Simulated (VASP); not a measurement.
# Fe (Im-3m) in VASP: further runs

Fe is run at these levels: PBEsol; tasks: single point.

Program: VASP 6.6.1. These are calculated values, not measurements. Logs are shortened: lines on timing, memory, paths and dates and some standing lists are left out, and cuts for length are marked.

## 1. The cell of the first run

The structure is cubic, space group Im-3m (No. 229). The conventional cell has a = 2.878 Å, b = 2.878 Å, c = 2.878 Å, α = 90.00°, β = 90.00°, γ = 90.00°. Fe (site symmetry m-3m) has 14 Fe at 2.49 to 2.88 Å within 3.3 Å.

## 2. Single point, PBEsol, collinear spin, ferromagnetic start

INCAR reads:

```
ALGO = Normal ; EDIFF = 1E-7
ENCUT = 520 ; GGA = PS
ISIF = 2 ; ISMEAR = 0
ISPIN = 2 ; LASPH = True
LCHARG = True ; LELF = True
LMAXMIX = 4 ; LORBIT = 11
LREAL = False ; LVHAR = True
LWAVE = False ; MAGMOM = 2.64
NBANDS = 14 ; NELM = 150
PREC = Accurate ; SIGMA = 0.15
```

KPOINTS reads:

```
k-points
0
Gamma
  24 24 24
```

POSCAR reads:

```
Fe
1.0
   -1.4390000000      1.4390000000      1.4390000000
    1.4390000000     -1.4390000000      1.4390000000
    1.4390000000      1.4390000000     -1.4390000000
Fe
1
Direct
    0.0000000000      0.0000000000      0.0000000000
```

Potentials or basis: VASP PAW PBE potentials, release 64 (Fe).

Command:

```
$ cat potpaw_PBE.64/Fe/POTCAR > POTCAR
$ mpirun -np 1 vasp_std > vasp.out
```

OUTCAR:

```text
EDIFF = 1E-7
   ENCUT = 520
   GGA = PS
   ISIF = 2
   ISMEAR = 0
   ISPIN = 2
   LASPH = True
   LORBIT = 11
   LREAL = False
   NELM = 150
   PREC = Accurate

 ion  position               nearest neighbor table
   1  0.000  0.000  0.000-

  LATTYP: Found a body centered cubic cell.
 ALAT       =     2.8780000000

  Lattice vectors:

 A1 = (  -1.4390000000,   1.4390000000,   1.4390000000)
 A2 = (   1.4390000000,  -1.4390000000,   1.4390000000)
 A3 = (   1.4390000000,   1.4390000000,  -1.4390000000)

Analysis of symmetry for initial positions (statically):
=====================================================================
 Subroutine PRICEL returns:
 Original cell was already a primitive cell.

 Routine SETGRP: Setting up the symmetry group for a
 body centered cubic supercell.

 Subroutine GETGRP returns: Found 48 space group operations
 (whereof 48 operations were pure point group operations)
 out of a pool of 48 trial point group operations.

The static configuration has the point symmetry O_h .

Analysis of symmetry for dynamics (positions and initial velocities):
=====================================================================
 Subroutine PRICEL returns:
 Original cell was already a primitive cell.

 Routine SETGRP: Setting up the symmetry group for a
 body centered cubic supercell.

 Subroutine GETGRP returns: Found 48 space group operations
 (whereof 48 operations were pure point group operations)
 out of a pool of 48 trial point group operations.

The dynamic configuration has the point symmetry O_h .

Analysis of structural, dynamic, and magnetic symmetry:
=====================================================================
 Subroutine PRICEL returns:
 Original cell was already a primitive cell.

 Routine SETGRP: Setting up the symmetry group for a
 body centered cubic supercell.

 Subroutine GETGRP returns: Found 48 space group operations
 (whereof 48 operations were pure point group operations)
 out of a pool of 48 trial point group operations.

The overall configuration has the point symmetry O_h .

 Subroutine INISYM returns: Found 48 space group operations
 (whereof 48 operations are pure point group operations),
 and found     1 'primitive' translations

----------------------------------------------------------------------------------------

                                     Primitive cell

  volume of cell :      11.9191

  direct lattice vectors                    reciprocal lattice vectors
    -1.439000000  1.439000000  1.439000000     0.000000000  0.347463516  0.347463516
     1.439000000 -1.439000000  1.439000000     0.347463516  0.000000000  0.347463516
     1.439000000  1.439000000 -1.439000000     0.347463516  0.347463516  0.000000000

  length of vectors
     2.492421112  2.492421112  2.492421112     0.491387617  0.491387617  0.491387617

  position of ions in fractional coordinates (direct lattice)
     0.000000000  0.000000000  0.000000000

  ion indices of the primitive-cell ions
   primitive index   ion index
                 1           1

----------------------------------------------------------------------------------------

 KPOINTS: k-points

Automatic generation of k-mesh.
 Grid dimensions read from file:
 generate k-points for:   24   24   24

 Generating k-lattice:

  Cartesian coordinates                     Fractional coordinates (reciprocal lattice)
     0.000000000  0.014477647  0.014477647     0.041666667  0.000000000  0.000000000
     0.014477647  0.000000000  0.014477647     0.000000000  0.041666667  0.000000000
     0.014477647  0.014477647  0.000000000     0.000000000  0.000000000  0.041666667

  Length of vectors
     0.020474484  0.020474484  0.020474484

  Shift w.r.t. Gamma in fractional coordinates (k-lattice)
     0.000000000  0.000000000  0.000000000

 Subroutine IBZKPT returns following result:
 ===========================================

 Found    413 irreducible k-points:

 Following reciprocal coordinates:
            Coordinates               Weight
  0.000000  0.000000  0.000000      1.000000
  0.041667  0.000000  0.000000     12.000000
  0.083333  0.000000  0.000000     12.000000
  0.125000  0.000000  0.000000     12.000000
  0.166667  0.000000  0.000000     12.000000
  0.208333  0.000000  0.000000     12.000000
[... 16 lines left out ...]
  0.416667  0.041667  0.000000     48.000000
  0.458333  0.041667  0.000000     48.000000
 [... further k-points ...]
   k-points           NKPTS =    413   k-points in BZ     NKDIM =    413   number of bands    NBANDS=     14
   number of dos      NEDOS =    301   number of ions     NIONS =      1
   total plane-waves  NPLWV =   8000
   dimension x,y,z NGX =    20 NGY =   20 NGZ =   20
   dimension x,y,z NGXF=    40 NGYF=   40 NGZF=   40
   ions per type =               1
   NGX,Y,Z   is equivalent  to a cutoff of  13.34, 13.34, 13.34 a.u.
   NGXF,Y,Z  is equivalent  to a cutoff of  26.68, 26.68, 26.68 a.u.
 SYSTEM =  unknown system
   PREC   = accura    normal or accurate (medium, high low for compatibility)
   ISTART =      0    job   : 0-new  1-cont  2-samecut
   ICHARG =      2    charge: 1-file 2-atom 10-const
   ISPIN  =      2    spin polarized calculation?
   LNONCOLLINEAR =      F non collinear calculations
   LSORBIT =      F    spin-orbit coupling
   LASPH  =      T    aspherical Exc in radial PAW
   ENCUT  =  520.0 eV  38.22 Ry    6.18 a.u.   4.63  4.63  4.63*2*pi/ulx,y,z
   NELM   =    150;   NELMIN=  2; NELMDL= -5     # of ELM steps
   EDIFF  = 0.1E-06   stopping-criterion for ELM
   LREAL  =      F    real-space projection
   EDIFFG = 0.1E-05   stopping-criterion for IOM
   NSW    =      0    number of steps for IOM
   IBRION =     -1    ionic relax: 0-MD 1-quasi-New 2-CG
   NFREE  =      0    steps in history (QN), initial steepest desc. (CG)
   ISIF   =      2    stress and relaxation
   ISYM   =      2    0-nonsym 1-usesym 2-fastsym
   POTIM  = 0.5000    time-step for ionic-motion
   TEBEG  =    0.0;   TEEND  =   0.0 temperature during run
   PSTRESS=    0.0 pullay stress
   NELECT =       8.0000    total number of electrons
   NUPDOWN=      -1.0000    fix difference up-down
   EMIN   =  10.00;   EMAX   =-10.00  energy-range for DOS
   EFERMI =   0.00;   METHOD = LEGACY
   ISMEAR =     0;   SIGMA  =   0.15  broadening in eV -4-tet -1-fermi 0-gaus
   EFERMI_NEDOS =   21; number of points for ismear=-14 and -15
   IALGO  =     38    algorithm
   IMIX   =      4    mixing-type and parameters
     AMIX     =   0.40;   BMIX     =  1.00
     AMIX_MAG =   1.60;   BMIX_MAG =  1.00
  volume/ion in A,a.u.               =      11.92        80.43
  Fermi-wavevector in a.u.,A,eV,Ry     =   1.433367  2.708671 27.953723  2.054541
  Thomas-Fermi vector in A             =   2.552893
   LORBIT       =     11    0 simple, 1 ext, 2 COOP (PROOUT), +10 PAW based schemes
   GGA     = PS    functional components
   LHFCALC =     F    Hartree Fock is set to
   AEXX    =    0.0000 exact exchange contribution
   IVDW    =     0    specifies the selected vdW correction
   LEPSILON=     F    determine dielectric tensor
   LRPA    =     F    only Hartree local field effects (RPA)
 spin polarized calculation
 Gauss-broadening in eV      SIGMA  =   0.15
  energy-cutoff  :      520.00
  volume of cell :       11.92
 maximum number of plane-waves:       336
   NGX =  9   NGY =  9   NGZ =  9

 number of electron       7.9999996 magnetization       2.2715608

 Free energy of the ion-electron system (eV)
  ---------------------------------------------------
  ext. energy  EPLUGINS =         0.00000000
  ---------------------------------------------------
  free energy    TOTEN  =        -8.86077112 eV

  energy without entropy =       -8.84892773  energy(sigma->0) =       -8.85484943

 E-fermi :   5.1611     XC(G=0): -13.0056

 val. band max:        5.1558312255   @ k =   0.5000   0.5000   0.4583
 cond. band min:       5.1611679601   @ k =   0.1667   0.1667   0.0417
 fundamental gap:      0.0053367346
 Fermi energy:         5.1611366515

 spin component 1

 k-point     1 :       0.0000    0.0000    0.0000
  band No.  band energies     occupation
      1      -3.0507      1.00000
      2       2.9495      1.00000
      3       2.9495      1.00000
      4       2.9495      1.00000
      5       4.1266      1.00000
      6       4.1266      1.00000
      7      29.6473      0.00000
      8      29.6473      0.00000
      9      29.6473      0.00000
     10      34.4479      0.00000
     11      34.4479      0.00000
     12      36.4544      0.00000
     13      36.4544      0.00000
     14      36.4544      0.00000
[... 375 lines left out ...]
 k-point    24 :       0.4583    0.0417    0.0000
  band No.  band energies     occupation
      1       0.5115      1.00000
      2       1.9502      1.00000
      3       4.1532      1.00000
      4       4.2152      1.00000
      5       5.0954      0.73226
      6       6.0547      0.00000
      7      12.1914      0.00000
      8      22.7642      0.00000
      9      24.2792      0.00000
     10      28.2738      0.00000
     11      31.8268      0.00000
     12      38.4316      0.00000
     13      42.7545      0.00000
     14      44.3123      0.00000

 [... further k-points ...]

 spin component 2

 k-point     1 :       0.0000    0.0000    0.0000
  band No.  band energies     occupation
      1      -2.8019      1.00000
      2       4.9674      0.96610
      3       4.9675      0.96605
      4       4.9675      0.96605
      5       6.8253      0.00000
      6       6.8254      0.00000
      7      29.5283      0.00000
      8      29.5283      0.00000
      9      29.5283      0.00000
     10      34.7248      0.00000
     11      34.7248      0.00000
     12      37.1996      0.00000
     13      37.1996      0.00000
     14      37.1996      0.00000
[... 375 lines left out ...]
 k-point    24 :       0.4583    0.0417    0.0000
  band No.  band energies     occupation
      1       1.8500      1.00000
      2       3.7687      1.00000
      3       5.6387      0.00000
      4       6.7001      0.00000
      5       7.1265      0.00000
      6       7.9037      0.00000
      7      13.6025      0.00000
      8      22.9725      0.00000
      9      24.8764      0.00000
     10      28.8579      0.00000
     11      32.5476      0.00000
     12      38.5708      0.00000
     13      43.1139      0.00000
     14      44.9867      0.00000

 [... further k-points ...]
[... 5 lines left out ...]
  --------------------------------------------------------------------------------------
  -------------------------------------------------------------------------------------
  Total       -1.2355520     -1.2355520     -1.2355520      0.0000000      0.0000000      0.0000000
  in kB     -166.0845478   -166.0845478   -166.0845478      0.0000000      0.0000000      0.0000000
  external PRESSURE =    -166.0845478 kB  Pullay stress =       0.0000000 kB

 VOLUME and BASIS-vectors are now :
 -----------------------------------------------------------------------------
  energy-cutoff  :      520.00
  volume of cell :       11.92
      direct lattice vectors                 reciprocal lattice vectors
    -1.439000000  1.439000000  1.439000000     0.000000000  0.347463516  0.347463516
     1.439000000 -1.439000000  1.439000000     0.347463516  0.000000000  0.347463516
     1.439000000  1.439000000 -1.439000000     0.347463516  0.347463516  0.000000000

 POSITION                                       TOTAL-FORCE (eV/Angst)
 -----------------------------------------------------------------------------------
      0.00000      0.00000      0.00000        -0.000000      0.000000     -0.000000
 -----------------------------------------------------------------------------------
    total drift:                                0.000000     -0.000000     -0.000000

  FREE ENERGIE OF THE ION-ELECTRON SYSTEM (eV)
  ---------------------------------------------------
  free  energy   TOTEN  =        -8.8607711232 eV

  energy  without entropy=       -8.8489277346  energy(sigma->0) =       -8.85484943

 total charge

# of ion       s       p       d       tot
------------------------------------------
    1        0.470   0.501   6.206   7.177

 magnetization (x)

# of ion       s       p       d       tot
------------------------------------------
    1       -0.014  -0.049   2.332   2.269
```

Wall time 80 s (1 thread of Intel Xeon Platinum 8488C (Sapphire Rapids), shared host); peak memory 0.21 GiB.

Results:

* Free energy: -8.8608 eV
* Pressure: -16.6 GPa
* Net moment: 2.27 μB per cell
* Site moments: Fe +2.27 μB
* Valence electrons inside the program's atomic spheres: Fe 7.18

Caveat: the PAW data sets were made with another functional, which shifts forces and pressure a little.

## 3. Single point, PBEsol, collinear spin, ferromagnetic start

INCAR reads:

```
PREC = Accurate
ENCUT = 520
EDIFF = 1E-6
ISMEAR = 0
SIGMA = 0.15
LREAL = F
LASPH = T
NELM = 150
ALGO = Normal
ISIF = 2
LWAVE = F
LCHARG = T
ISPIN = 2
MAGMOM = 2.64
LORBIT = 11
LMAXMIX = 4
GGA = PS
LELF = T
LVHAR = T
NBANDS = 14
```

KPOINTS reads:

```
Automatic mesh
0
Gamma
  26 26 26
```

POSCAR is that of step 2.

Potentials or basis: VASP PAW PBE potentials, release 64 (Fe).

Command:

```
$ cat potpaw_PBE.64/Fe/POTCAR > POTCAR
$ mpirun -np 1 vasp_std > vasp.out
```

It took 87 s on 1 thread of Intel Xeon Platinum 8488C (Sapphire Rapids), shared host; peak memory 0.23 GiB.

Results (log left out):

```
Free energy                                           : -8.8607 eV
Pressure                                              : -16.9 GPa
Net moment                                            : 2.27 μB per cell
Site moments                                          : Fe +2.27 μB
Valence electrons inside the program's atomic spheres : Fe 7.18
```

Levels at points of the mesh, in eV from the Fermi level:
Spin up:
```
           k point  band 1  band 2  band 3  band 4  band 5  band 6  band 7  band 8  band 9  band 10
(0.00, 0.00, 0.00)   -8.21   -2.21   -2.21   -2.21   -1.04   -1.04   24.48   24.48   24.48    29.28
(0.50, 0.00, 0.00)   -4.69   -3.22   -0.99   -0.86    0.30    0.48    6.91   17.90   19.41    22.72
(0.50, 0.50, 0.50)   -4.56   -4.56    0.05    0.05    0.05    9.53    9.53    9.53   15.14    15.14
```
Spin down:
| k point | band 1 | band 2 | band 3 | band 4 | band 5 | band 6 | band 7 |
| --- | --- | --- | --- | --- | --- | --- | --- |
| (0.00, 0.00, 0.00) | -7.97 | -0.20 | -0.20 | -0.20 | 1.66 | 1.66 | 24.36 |
| (0.50, 0.00, 0.00) | -3.34 | -1.41 | 0.67 | 1.54 | 1.90 | 2.63 | 8.35 |
| (0.50, 0.50, 0.50) | -2.73 | -2.73 | 2.34 | 2.34 | 2.34 | 9.88 | 9.88 |

Caveat: the PAW data sets were made with another functional, which shifts forces and pressure a little.
